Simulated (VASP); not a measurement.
# WSe2 in VASP: relaxation of cell and atoms with r2SCAN+rVV10

Aim: the relaxation of cell and atoms of WSe2 with r2SCAN+rVV10.

Everything below comes from runs of VASP 6.6.1. Logs are shortened: lines on timing, memory, paths and dates and some standing lists are left out, and cuts for length are marked.

## (1) The cell of the first run

The typed cell holds 6 atoms: a = 3.279 Å, b = 3.279 Å, c = 12.793 Å, α = 90.00°, β = 90.00°, γ = 120.00°.

## (2) Relaxation of cell and atoms, r2SCAN+rVV10

Contents of POSCAR:

```
WSe2
1.0
    3.2790594175      0.0000000000      0.0000000000
   -1.6395297087      2.8397487560      0.0000000000
    0.0000000000      0.0000000000     12.7925463229
W Se
2 4
Direct
    0.6666666667      0.3333333333      0.2499875884
    0.3333333333      0.6666666667      0.7500124116
    0.3333333333      0.6666666667      0.3816494142
    0.6666666667      0.3333333333      0.8816734950
    0.3333333333      0.6666666667      0.1183265050
    0.6666666667      0.3333333333      0.6183505858
```

Contents of INCAR.step1:

```
SYSTEM = WSe2
PREC = Accurate ; ENCUT = 600
ISMEAR = -1 ; SIGMA = 0.02
LREAL = .FALSE. ; LASPH = .TRUE.
NELM = 60 ; GGA = PE
ALGO = Normal ; EDIFF = 1E-4
LWAVE = .TRUE. ; LCHARG = .FALSE.
```

Contents of INCAR.step2:

```
SYSTEM = WSe2
PREC = Accurate ; ENCUT = 600
EDIFF = 1E-6 ; ISMEAR = -1
SIGMA = 0.02 ; LREAL = .FALSE.
LASPH = .TRUE. ; NELM = 60
ALGO = Normal ; ISIF = 3
LWAVE = .FALSE. ; LCHARG = .FALSE.
METAGGA = R2SCAN ; LMIXTAU = .TRUE.
LUSE_VDW = .TRUE. ; IVDW_NL = 2
BPARAM = 11.95 ; CPARAM = 0.0093
IBRION = 2 ; NSW = 80
EDIFFG = -0.005 ; ISTART = 1
```

Contents of KPOINTS:

```
regular mesh
0
G
  12 12 2
  0 0 0
```

Potentials or basis: VASP PAW PBE potentials, release 64 (W_sv, Se).

On the command line:

```bash
cat potpaw_PBE.64/W_sv/POTCAR potpaw_PBE.64/Se/POTCAR > POTCAR
cp INCAR.step1 INCAR
mpirun -np 1 vasp_std > vasp.out
cp INCAR.step2 INCAR
mpirun -np 1 vasp_std > vasp.out
```

OUTCAR:

```text
SYSTEM = WSe2
   PREC = Accurate
   ENCUT = 600
   EDIFF = 1E-6
   ISMEAR = -1
   LREAL = .FALSE.
   LASPH = .TRUE.
   NELM = 60
   ISIF = 3
   METAGGA = R2SCAN
   IVDW_NL = 2
   BPARAM = 11.95
   IBRION = 2
   NSW = 80
   EDIFFG = -0.005
   ISTART = 1

 ion  position               nearest neighbor table
   1  0.667  0.333  0.250-   5 2.53   5 2.53   5 2.53   3 2.53   3 2.53   3 2.53
   2  0.333  0.667  0.750-   4 2.53   4 2.53   4 2.53   6 2.53   6 2.53   6 2.53
   3  0.333  0.667  0.382-   1 2.53   1 2.53   1 2.53
   4  0.667  0.333  0.882-   2 2.53   2 2.53   2 2.53
   5  0.333  0.667  0.118-   1 2.53   1 2.53   1 2.53
   6  0.667  0.333  0.618-   2 2.53   2 2.53   2 2.53

  LATTYP: Found a hexagonal cell.
 ALAT       =     3.2790594175
 C/A-ratio  =     3.9012853060

  Lattice vectors:

 A1 = (   3.2790594175,   0.0000000000,   0.0000000000)
 A2 = (  -1.6395297087,   2.8397487560,   0.0000000000)
 A3 = (   0.0000000000,   0.0000000000,  12.7925463229)

Analysis of symmetry for initial positions (statically):
=====================================================================
 Subroutine PRICEL returns:
 Original cell was already a primitive cell.

 Routine SETGRP: Setting up the symmetry group for a
 hexagonal supercell.

 Subroutine GETGRP returns: Found 12 space group operations
 (whereof 12 operations were pure point group operations)
 out of a pool of 24 trial point group operations.

The static configuration has the point symmetry D_3d.

Analysis of symmetry for dynamics (positions and initial velocities):
=====================================================================
 Subroutine PRICEL returns:
 Original cell was already a primitive cell.

 Routine SETGRP: Setting up the symmetry group for a
 hexagonal supercell.

 Subroutine GETGRP returns: Found 12 space group operations
 (whereof 12 operations were pure point group operations)
 out of a pool of 24 trial point group operations.

The dynamic configuration has the point symmetry D_3d.

 Subroutine INISYM returns: Found 12 space group operations
 (whereof 12 operations are pure point group operations),
 and found     1 'primitive' translations

----------------------------------------------------------------------------------------

                                     Primitive cell

  volume of cell :     119.1204

  direct lattice vectors                    reciprocal lattice vectors
     3.279059418  0.000000000  0.000000000     0.304965502  0.176071914  0.000000000
    -1.639529709  2.839748756  0.000000000     0.000000000  0.352143829  0.000000000
     0.000000000  0.000000000 12.792546323     0.000000000  0.000000000  0.078170520

  length of vectors
     3.279059418  3.279059417 12.792546323     0.352143829  0.352143829  0.078170520

  position of ions in fractional coordinates (direct lattice)
     0.666666667  0.333333333  0.249987588
     0.333333333  0.666666667  0.750012412
     0.333333333  0.666666667  0.381649414
     0.666666667  0.333333333  0.881673495
     0.333333333  0.666666667  0.118326505
     0.666666667  0.333333333  0.618350586

  ion indices of the primitive-cell ions
   primitive index   ion index
                 1           1
                 2           2
                 3           3
                 4           4
                 5           5
                 6           6

----------------------------------------------------------------------------------------

 KPOINTS: regular mesh

Automatic generation of k-mesh.
 Grid dimensions read from file:
 generate k-points for:   12   12    2

 Generating k-lattice:

  Cartesian coordinates                     Fractional coordinates (reciprocal lattice)
     0.025413792  0.014672660  0.000000000     0.083333333  0.000000000  0.000000000
     0.000000000  0.029345319  0.000000000     0.000000000  0.083333333  0.000000000
     0.000000000  0.000000000  0.039085260     0.000000000  0.000000000  0.500000000

  Length of vectors
     0.029345319  0.029345319  0.039085260

  Shift w.r.t. Gamma in fractional coordinates (k-lattice)
     0.000000000  0.000000000  0.000000000

 Subroutine IBZKPT returns following result:
 ===========================================

 Found     38 irreducible k-points:

 Following reciprocal coordinates:
            Coordinates               Weight
  0.000000  0.000000  0.000000      1.000000
  0.083333 -0.000000  0.000000      6.000000
  0.166667  0.000000  0.000000      6.000000
  0.250000 -0.000000  0.000000      6.000000
  0.333333 -0.000000  0.000000      6.000000
  0.416667  0.000000  0.000000      6.000000
[... 16 lines left out ...]
  0.250000 -0.000000  0.500000      6.000000
  0.333333 -0.000000  0.500000      6.000000
 [... further k-points ...]
   k-points           NKPTS =     38   k-points in BZ     NKDIM =     38   number of bands    NBANDS=     31
   number of dos      NEDOS =    301   number of ions     NIONS =      6
   total plane-waves  NPLWV =  84672
   dimension x,y,z NGX =    28 NGY =   28 NGZ =  108
   dimension x,y,z NGXF=    56 NGYF=   56 NGZF=  216
   ions per type =               2   4
   NGX,Y,Z   is equivalent  to a cutoff of  14.20, 14.20, 14.04 a.u.
   NGXF,Y,Z  is equivalent  to a cutoff of  28.39, 28.39, 28.07 a.u.
 SYSTEM =  WSe2
   PREC   = accura    normal or accurate (medium, high low for compatibility)
   ISTART =      1    job   : 0-new  1-cont  2-samecut
   ICHARG =      0    charge: 1-file 2-atom 10-const
   ISPIN  =      1    spin polarized calculation?
   LNONCOLLINEAR =      F non collinear calculations
   LSORBIT =      F    spin-orbit coupling
   LASPH  =      T    aspherical Exc in radial PAW
   ENCUT  =  600.0 eV  44.10 Ry    6.64 a.u.   6.55  6.55 25.55*2*pi/ulx,y,z
   NELM   =     60;   NELMIN=  2; NELMDL=  0     # of ELM steps
   EDIFF  = 0.1E-05   stopping-criterion for ELM
   LREAL  =      F    real-space projection
   EDIFFG = -.5E-02   stopping-criterion for IOM
   NSW    =     80    number of steps for IOM
   IBRION =      2    ionic relax: 0-MD 1-quasi-New 2-CG
   NFREE  =      1    steps in history (QN), initial steepest desc. (CG)
   ISIF   =      3    stress and relaxation
   ISYM   =      2    0-nonsym 1-usesym 2-fastsym
   POTIM  = 0.5000    time-step for ionic-motion
   TEBEG  =    0.0;   TEEND  =   0.0 temperature during run
   PSTRESS=    0.0 pullay stress
   NELECT =      52.0000    total number of electrons
   NUPDOWN=      -1.0000    fix difference up-down
   EMIN   =  10.00;   EMAX   =-10.00  energy-range for DOS
   EFERMI =   0.00;   METHOD = LEGACY
   ISMEAR =    -1;   SIGMA  =   0.02  broadening in eV -4-tet -1-fermi 0-gaus
   EFERMI_NEDOS =   21; number of points for ismear=-14 and -15
   IALGO  =     38    algorithm
   IMIX   =      4    mixing-type and parameters
     AMIX     =   0.40;   BMIX     =  1.00
     AMIX_MAG =   1.60;   BMIX_MAG =  1.00
  volume/ion in A,a.u.               =      19.85       133.98
  Fermi-wavevector in a.u.,A,eV,Ry     =   1.241883  2.346818 20.983890  1.542272
  Thomas-Fermi vector in A             =   2.376261
   LORBIT       =      0    0 simple, 1 ext, 2 COOP (PROOUT), +10 PAW based schemes
   METAGGA = R2SCAN    functional components
   LHFCALC =     F    Hartree Fock is set to
   AEXX    =    0.0000 exact exchange contribution
   IVDW_NL    =     2    kernel type
   BPARAM     =11.9500
   IVDW    =     0    specifies the selected vdW correction
   LEPSILON=     F    determine dielectric tensor
   LRPA    =     F    only Hartree local field effects (RPA)
 conjugate gradient relaxation of ions
 non-spin polarized calculation
  energy-cutoff  :      600.00
  volume of cell :      119.12
 maximum number of plane-waves:      4047
 NGX is ok and might be reduce to    28
   NGX = 13   NGY = 13   NGZ = 51

--------------------------------------- Ionic step        1  -------------------------------------------

 number of electron      52.0000002 magnetization

 Free energy of the ion-electron system (eV)
  ---------------------------------------------------
  ext. energy  EPLUGINS =         0.00000000
  ---------------------------------------------------
  free energy    TOTEN  =      -162.51961248 eV

  energy without entropy =     -162.51961248  energy(sigma->0) =     -162.51961248

------------------------ aborting loop because EDIFF is reached ----------------------------------------

  FORCE on cell =-STRESS in cart. coord.  units (eV):
  Direction    XX          YY          ZZ          XY          YZ          ZX
  --------------------------------------------------------------------------------------
  -------------------------------------------------------------------------------------
  Total        1.3620784      1.3620784      0.1924332      0.0000000      0.0000000      0.0000000
  in kB       18.3200433     18.3200433      2.5882397      0.0000000      0.0000000      0.0000000
  external PRESSURE =      13.0761087 kB  Pullay stress =       0.0000000 kB
[... 101 lines left out ...]
  FREE ENERGIE OF THE ION-ELECTRON SYSTEM (eV)
  ---------------------------------------------------
  free  energy   TOTEN  =      -162.5372009451 eV

  energy  without entropy=     -162.5372009451  energy(sigma->0) =     -162.53720095

[... ionic steps 4 to 8 ...]

--------------------------------------- Ionic step        9  -------------------------------------------

 number of electron      52.0000000 magnetization

------------------------ aborting loop because EDIFF is reached ----------------------------------------

  FORCE on cell =-STRESS in cart. coord.  units (eV):
  Direction    XX          YY          ZZ          XY          YZ          ZX
  --------------------------------------------------------------------------------------
  -------------------------------------------------------------------------------------
  Total        0.0793621      0.0793621      0.0812855      0.0000000      0.0000000      0.0000000
  in kB        1.0207199      1.0207199      1.0454568      0.0000000      0.0000000      0.0000000
  external PRESSURE =       1.0289655 kB  Pullay stress =       0.0000000 kB
[... 65 lines left out ...]
  energy  without entropy=     -162.5616470485  energy(sigma->0) =     -162.56164705

--------------------------------------- Ionic step       11  -------------------------------------------

 number of electron      52.0000000 magnetization

 Free energy of the ion-electron system (eV)
  ---------------------------------------------------
  ext. energy  EPLUGINS =         0.00000000
  ---------------------------------------------------
  free energy    TOTEN  =      -162.56205039 eV

  energy without entropy =     -162.56205039  energy(sigma->0) =     -162.56205039

 E-fermi :   6.1988     XC(G=0): -11.2911

 val. band max:        5.7960369248   @ k =   0.0000   0.0000   0.0000
 cond. band min:       6.9372042502   @ k =   0.1667   0.1667   0.0000
 fundamental gap:      1.1411673254
 Fermi energy:         6.1987505577

 k-point     1 :       0.0000    0.0000    0.0000
  band No.  band energies     occupation
      1     -70.5122      2.00000
      2     -70.5122      2.00000
      3     -34.0980      2.00000
      4     -34.0980      2.00000
      5     -33.9840      2.00000
      6     -33.9840      2.00000
[... 805 lines left out ...]
     30       7.8815      0.00000
     31       9.1651      0.00000

 [... further k-points ...]

------------------------ aborting loop because EDIFF is reached ----------------------------------------

  FORCE on cell =-STRESS in cart. coord.  units (eV):
  Direction    XX          YY          ZZ          XY          YZ          ZX
  --------------------------------------------------------------------------------------
  -------------------------------------------------------------------------------------
  Total        0.0195712      0.0195712      0.0022520      0.0000000      0.0000000      0.0000000
  in kB        0.2515827      0.2515827      0.0289485      0.0000000      0.0000000      0.0000000
  external PRESSURE =       0.1773713 kB  Pullay stress =       0.0000000 kB
[... 21 lines left out ...]
  FREE ENERGIE OF THE ION-ELECTRON SYSTEM (eV)
  ---------------------------------------------------
  free  energy   TOTEN  =      -162.5620503915 eV

  energy  without entropy=     -162.5620503915  energy(sigma->0) =     -162.56205039

 reached required accuracy - stopping structural energy minimisation
```

It took 2.1 h on 1 thread of Intel Xeon 6975P-C (Granite Rapids), shared host; peak memory 0.7 GiB.

What came out:

```
Free energy                           : -162.5621 eV
Relaxed volume                        : 20.77 Å³/atom
Relaxed cell                          : a = 3.305 Å, b = 3.305 Å, c = 13.173 Å, α = 90.00°, β = 90.00°, γ = 120.00°
Space group after relaxing (to 0.1 Å) : P6_3/mmc (No. 194)
Energy gained by relaxing             : 7.1 meV/atom
Ionic steps                           : 11
Pressure after relaxing               : 0.0 GPa
Band gap on the k mesh                : 1.14 eV (least direct gap 1.60 eV)
```

The path:
| step | energy change (eV) | largest force (eV/Å) | pressure (GPa) | volume (Å³) |
| --- | --- | --- | --- | --- |
| 1 | 0.0000 | 0.2414 | 1.31 | 119.12 |
| 2 | -0.0171 | 0.2881 | -0.98 | 121.93 |
| 3 | -0.0176 | 0.2820 | -0.67 | 121.54 |
| 4 | -0.0214 | 0.1249 | 1.04 | 121.54 |
| 5 | -0.0241 | 0.0364 | 0.36 | 121.54 |
| 6 | -0.0322 | 0.0234 | 0.27 | 122.25 |
| 7 | -0.0421 | 0.0071 | 0.12 | 124.13 |
| 8 | -0.0424 | 0.0115 | 0.11 | 124.49 |
| 9 | -0.0424 | 0.0122 | 0.10 | 124.57 |
| 10 | -0.0420 | 0.0523 | -0.37 | 124.90 |
| 11 | -0.0424 | 0.0009 | 0.02 | 124.64 |

Final structure:
```xyz
6
Lattice="3.3053 0.0000 0.0000 -1.6527 2.8625 0.0000 0.0000 0.0000 13.1732" Properties=species:S:1:pos:R:3 pbc="T T T"
W     1.6527    0.9542    3.2932
W     0.0000    1.9083    9.8800
Se    0.0000    1.9083    4.9609
Se    1.6527    0.9542   11.5477
Se    0.0000    1.9083    1.6255
Se    1.6527    0.9542    8.2123
```

Caveat: the PAW data sets were made with another functional, which shifts forces and pressure a little; spin-orbit coupling is left out, which moves the levels of the heavy elements. A k mesh can miss the band edges.
